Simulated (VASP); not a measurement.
# Hf (Fm-3m) in VASP: single point with PBEsol

Aim: the single point of Hf with PBEsol.

Program: VASP 6.6.1. These are calculated values, not measurements. Logs are shortened: lines on timing, memory, paths and dates and some standing lists are left out, and cuts for length are marked.

## Step 1: The cell of the first run

It takes space group Fm-3m (No. 225, cubic). Conventional cell: a = 4.418 Å, b = 4.418 Å, c = 4.418 Å, α = 90.00°, β = 90.00°, γ = 90.00°. Within 4.1 Å of Hf (site symmetry m-3m) lie 12 Hf at 3.12 Å.

This isn't the form of Hf at room conditions, which is hcp.

## Step 2: Single point, PBEsol

INCAR

```
SYSTEM = Hf
ALGO = Normal ; EDIFF = 1E-6
ENCUT = 500 ; GGA = PS
GGA_COMPAT = .FALSE. ; ISIF = 2
ISMEAR = 0 ; LASPH = .TRUE.
LCHARG = .FALSE. ; LREAL = .FALSE.
LWAVE = .FALSE. ; NBANDS = 11
NELM = 120 ; PREC = Accurate
SIGMA = 0.1
```

KPOINTS

```
k-points
0
G
  16 16 16
  0 0 0
```

POSCAR

```
Hf
1.0
    0.0000000000      2.2088246404      2.2088246404
    2.2088246404      0.0000000000      2.2088246404
    2.2088246404      2.2088246404      0.0000000000
Hf
1
Direct
    0.0000000000      0.0000000000      0.0000000000
```

Potentials or basis: VASP PAW PBE potentials, release 64 (Hf_pv).

Started as:

```console
> cat potpaw_PBE.64/Hf_pv/POTCAR > POTCAR
> mpirun -np 1 vasp_std > vasp.out
```

OUTCAR:

```text
SYSTEM = Hf
   EDIFF = 1E-6
   ENCUT = 500
   GGA = PS
   ISIF = 2
   ISMEAR = 0
   LASPH = .TRUE.
   LREAL = .FALSE.
   NELM = 120
   PREC = Accurate

 ion  position               nearest neighbor table
   1  0.000  0.000  0.000-

  LATTYP: Found a face centered cubic cell.
 ALAT       =     4.4176492808

  Lattice vectors:

 A1 = (   0.0000000000,   2.2088246404,   2.2088246404)
 A2 = (   2.2088246404,   0.0000000000,   2.2088246404)
 A3 = (   2.2088246404,   2.2088246404,   0.0000000000)

Analysis of symmetry for initial positions (statically):
=====================================================================
 Subroutine PRICEL returns:
 Original cell was already a primitive cell.

 Routine SETGRP: Setting up the symmetry group for a
 face centered cubic supercell.

 Subroutine GETGRP returns: Found 48 space group operations
 (whereof 48 operations were pure point group operations)
 out of a pool of 48 trial point group operations.

The static configuration has the point symmetry O_h .

Analysis of symmetry for dynamics (positions and initial velocities):
=====================================================================
 Subroutine PRICEL returns:
 Original cell was already a primitive cell.

 Routine SETGRP: Setting up the symmetry group for a
 face centered cubic supercell.

 Subroutine GETGRP returns: Found 48 space group operations
 (whereof 48 operations were pure point group operations)
 out of a pool of 48 trial point group operations.

The dynamic configuration has the point symmetry O_h .

 Subroutine INISYM returns: Found 48 space group operations
 (whereof 48 operations are pure point group operations),
 and found     1 'primitive' translations

----------------------------------------------------------------------------------------

                                     Primitive cell

  volume of cell :      21.5533

  direct lattice vectors                    reciprocal lattice vectors
     0.000000000  2.208824640  2.208824640    -0.226364733  0.226364733  0.226364733
     2.208824640  0.000000000  2.208824640     0.226364733 -0.226364733  0.226364733
     2.208824640  2.208824640  0.000000000     0.226364733  0.226364733 -0.226364733

  length of vectors
     3.123749763  3.123749763  3.123749763     0.392075219  0.392075219  0.392075219

  position of ions in fractional coordinates (direct lattice)
     0.000000000  0.000000000  0.000000000

  ion indices of the primitive-cell ions
   primitive index   ion index
                 1           1

----------------------------------------------------------------------------------------

 KPOINTS: k-points

Automatic generation of k-mesh.
 Grid dimensions read from file:
 generate k-points for:   16   16   16

 Generating k-lattice:

  Cartesian coordinates                     Fractional coordinates (reciprocal lattice)
    -0.014147796  0.014147796  0.014147796     0.062500000  0.000000000  0.000000000
     0.014147796 -0.014147796  0.014147796     0.000000000  0.062500000  0.000000000
     0.014147796  0.014147796 -0.014147796     0.000000000  0.000000000  0.062500000

  Length of vectors
     0.024504701  0.024504701  0.024504701

  Shift w.r.t. Gamma in fractional coordinates (k-lattice)
     0.000000000  0.000000000  0.000000000

 Subroutine IBZKPT returns following result:
 ===========================================

 Found    145 irreducible k-points:

 Following reciprocal coordinates:
            Coordinates               Weight
  0.000000  0.000000  0.000000      1.000000
  0.062500  0.000000  0.000000      8.000000
  0.125000  0.000000  0.000000      8.000000
  0.187500  0.000000  0.000000      8.000000
  0.250000  0.000000  0.000000      8.000000
  0.312500  0.000000  0.000000      8.000000
[... 16 lines left out ...]
 -0.125000  0.062500  0.000000     24.000000
 -0.062500  0.062500  0.000000     12.000000
 [... further k-points ...]
   k-points           NKPTS =    145   k-points in BZ     NKDIM =    145   number of bands    NBANDS=     11
   number of dos      NEDOS =    301   number of ions     NIONS =      1
   total plane-waves  NPLWV =  13824
   dimension x,y,z NGX =    24 NGY =   24 NGZ =   24
   dimension x,y,z NGXF=    48 NGYF=   48 NGZF=   48
   ions per type =               1
   NGX,Y,Z   is equivalent  to a cutoff of  12.77, 12.77, 12.77 a.u.
   NGXF,Y,Z  is equivalent  to a cutoff of  25.55, 25.55, 25.55 a.u.
 SYSTEM =  Hf
   PREC   = accura    normal or accurate (medium, high low for compatibility)
   ISTART =      0    job   : 0-new  1-cont  2-samecut
   ICHARG =      2    charge: 1-file 2-atom 10-const
   ISPIN  =      1    spin polarized calculation?
   LNONCOLLINEAR =      F non collinear calculations
   LSORBIT =      F    spin-orbit coupling
   LASPH  =      T    aspherical Exc in radial PAW
   ENCUT  =  500.0 eV  36.75 Ry    6.06 a.u.   5.70  5.70  5.70*2*pi/ulx,y,z
   NELM   =    120;   NELMIN=  2; NELMDL= -5     # of ELM steps
   EDIFF  = 0.1E-05   stopping-criterion for ELM
   LREAL  =      F    real-space projection
   EDIFFG = 0.1E-04   stopping-criterion for IOM
   NSW    =      0    number of steps for IOM
   IBRION =     -1    ionic relax: 0-MD 1-quasi-New 2-CG
   NFREE  =      0    steps in history (QN), initial steepest desc. (CG)
   ISIF   =      2    stress and relaxation
   ISYM   =      2    0-nonsym 1-usesym 2-fastsym
   POTIM  = 0.5000    time-step for ionic-motion
   TEBEG  =    0.0;   TEEND  =   0.0 temperature during run
   PSTRESS=    0.0 pullay stress
   NELECT =      10.0000    total number of electrons
   NUPDOWN=      -1.0000    fix difference up-down
   EMIN   =  10.00;   EMAX   =-10.00  energy-range for DOS
   EFERMI =   0.00;   METHOD = LEGACY
   ISMEAR =     0;   SIGMA  =   0.10  broadening in eV -4-tet -1-fermi 0-gaus
   EFERMI_NEDOS =   21; number of points for ismear=-14 and -15
   IALGO  =     38    algorithm
   IMIX   =      4    mixing-type and parameters
     AMIX     =   0.40;   BMIX     =  1.00
     AMIX_MAG =   1.60;   BMIX_MAG =  1.00
  volume/ion in A,a.u.               =      21.55       145.45
  Fermi-wavevector in a.u.,A,eV,Ry     =   1.267370  2.394983 21.854058  1.606228
  Thomas-Fermi vector in A             =   2.400522
   LORBIT       =      0    0 simple, 1 ext, 2 COOP (PROOUT), +10 PAW based schemes
   GGA     = PS    functional components
   LHFCALC =     F    Hartree Fock is set to
   AEXX    =    0.0000 exact exchange contribution
   IVDW    =     0    specifies the selected vdW correction
   LEPSILON=     F    determine dielectric tensor
   LRPA    =     F    only Hartree local field effects (RPA)
 non-spin polarized calculation
 Gauss-broadening in eV      SIGMA  =   0.10
  energy-cutoff  :      500.00
  volume of cell :       21.55
 maximum number of plane-waves:       568
   NGX = 11   NGY = 11   NGZ = 11

 number of electron      10.0000001 magnetization

 Free energy of the ion-electron system (eV)
  ---------------------------------------------------
  ext. energy  EPLUGINS =         0.00000000
  ---------------------------------------------------
  free energy    TOTEN  =       -10.43607860 eV

  energy without entropy =      -10.42723352  energy(sigma->0) =      -10.43165606

 E-fermi :   4.8418     XC(G=0): -11.5644

 val. band max:        4.8317408758   @ k =   0.3125   0.0000   0.0000
 cond. band min:       4.8490619273   @ k =  -0.3125   0.3125   0.0625
 fundamental gap:      0.0173210515
 Fermi energy:         4.8418468204

 k-point     1 :       0.0000    0.0000    0.0000
  band No.  band energies     occupation
      1     -24.9842      2.00000
      2     -24.9842      2.00000
      3     -24.9842      2.00000
      4      -2.5025      2.00000
      5       6.2462      0.00000
      6       6.2462      0.00000
      7       6.2462      0.00000
      8       9.1664      0.00000
      9       9.1664      0.00000
     10      16.3347      0.00000
     11      18.0189      0.00000

 k-point     2 :       0.0625    0.0000    0.0000
  band No.  band energies     occupation
      1     -25.0222      2.00000
      2     -24.9889      2.00000
      3     -24.9889      2.00000
      4      -2.3590      2.00000
      5       6.0992      0.00000
      6       6.3155      0.00000
      7       6.3155      0.00000
      8       9.0880      0.00000
      9       9.0880      0.00000
     10      16.6565      0.00000
     11      18.0183      0.00000

 k-point     3 :       0.1250    0.0000    0.0000
  band No.  band energies     occupation
      1     -25.1289      2.00000
      2     -25.0024      2.00000
      3     -25.0024      2.00000
      4      -1.9448      2.00000
      5       5.7303      0.00000
      6       6.4878      0.00000
      7       6.4878      0.00000
      8       8.9241      0.00000
      9       8.9241      0.00000
     10      17.4467      0.00000
     11      18.0148      0.00000

 k-point     4 :       0.1875    0.0000    0.0000
  band No.  band energies     occupation
      1     -25.2853      2.00000
      2     -25.0225      2.00000
      3     -25.0225      2.00000
      4      -1.3110      2.00000
      5       5.2946      0.00000
      6       6.6394      0.00000
      7       6.6394      0.00000
      8       8.8740      0.00000
      9       8.8740      0.00000
     10      17.3164      0.00000
     11      18.0234      0.00000
[... 239 lines left out ...]
 k-point    22 :      -0.1875    0.0625    0.0000
  band No.  band energies     occupation
      1     -25.3514      2.00000
      2     -25.0651      2.00000
      3     -25.0203      2.00000
      4      -0.9497      2.00000
      5       5.0787      0.00081
      6       6.5949      0.00000
      7       6.7821      0.00000
      8       8.4194      0.00000
      9       9.4055      0.00000
     10      17.2859      0.00000
     11      18.0259      0.00000

 k-point    23 :      -0.1250    0.0625    0.0000
  band No.  band energies     occupation
      1     -25.1919      2.00000
      2     -25.0372      2.00000
      3     -25.0015      2.00000
      4      -1.6347      2.00000
      5       5.4788      0.00000
      6       6.5786      0.00000
      7       6.6330      0.00000
      8       8.4962      0.00000
      9       9.1873      0.00000
     10      17.9253      0.00000
     11      18.0257      0.00000

 k-point    24 :      -0.0625    0.0625    0.0000
  band No.  band energies     occupation
      1     -25.0753      2.00000
      2     -25.0104      2.00000
      3     -24.9905      2.00000
      4      -2.1249      2.00000
      5       5.8676      0.00000
      6       6.4206      0.00000
      7       6.4378      0.00000
      8       8.8020      0.00000
      9       9.1526      0.00000
     10      17.1582      0.00000
     11      18.0168      0.00000

 [... further k-points ...]

------------------------ aborting loop because EDIFF is reached ----------------------------------------

  FORCE on cell =-STRESS in cart. coord.  units (eV):
  Direction    XX          YY          ZZ          XY          YZ          ZX
  --------------------------------------------------------------------------------------
  -------------------------------------------------------------------------------------
  Total       -0.0560848     -0.0560848     -0.0560848      0.0000000     -0.0000000     -0.0000000
  in kB       -4.1690995     -4.1690995     -4.1690995      0.0000000     -0.0000000     -0.0000000
  external PRESSURE =      -4.1690995 kB  Pullay stress =       0.0000000 kB

 VOLUME and BASIS-vectors are now :
 -----------------------------------------------------------------------------
  energy-cutoff  :      500.00
  volume of cell :       21.55
      direct lattice vectors                 reciprocal lattice vectors
     0.000000000  2.208824640  2.208824640    -0.226364733  0.226364733  0.226364733
     2.208824640  0.000000000  2.208824640     0.226364733 -0.226364733  0.226364733
     2.208824640  2.208824640  0.000000000     0.226364733  0.226364733 -0.226364733

 POSITION                                       TOTAL-FORCE (eV/Angst)
 -----------------------------------------------------------------------------------
      0.00000      0.00000      0.00000         0.000000      0.000000      0.000000
 -----------------------------------------------------------------------------------
    total drift:                               -0.000000     -0.000000     -0.000000

  FREE ENERGIE OF THE ION-ELECTRON SYSTEM (eV)
  ---------------------------------------------------
  free  energy   TOTEN  =       -10.4360786024 eV

  energy  without entropy=      -10.4272335234  energy(sigma->0) =      -10.43165606
```

It took 14 s on 1 thread of Intel Xeon Platinum 8488C (Sapphire Rapids), shared host; peak memory 0.16 GiB.

Results:

```
Free energy            : -10.4361 eV
Pressure               : -0.4 GPa
Band gap on the k mesh : zero (bands 5 and 6 overlap by 1.80 eV)
```

Levels at points of the mesh, in eV from the Fermi level:
```
           k point  band 1  band 2  band 3  band 4  band 5  band 6  band 7  band 8  band 9  band 10
(0.00, 0.00, 0.00)  -29.83  -29.83  -29.83   -7.34    1.40    1.40    1.40    4.32    4.32    11.49
(0.50, 0.00, 0.00)  -30.75  -29.95  -29.95   -3.75    0.73    1.16    1.16    6.57    6.57     9.84
(0.50, 0.50, 0.00)  -30.69  -30.16  -30.16   -3.42   -2.27    2.75    6.57    7.24    7.24    10.22
```

Caveat: the PAW data sets were made with another functional, which shifts forces and pressure a little; spin-orbit coupling is left out, which moves the levels of the heavy elements.
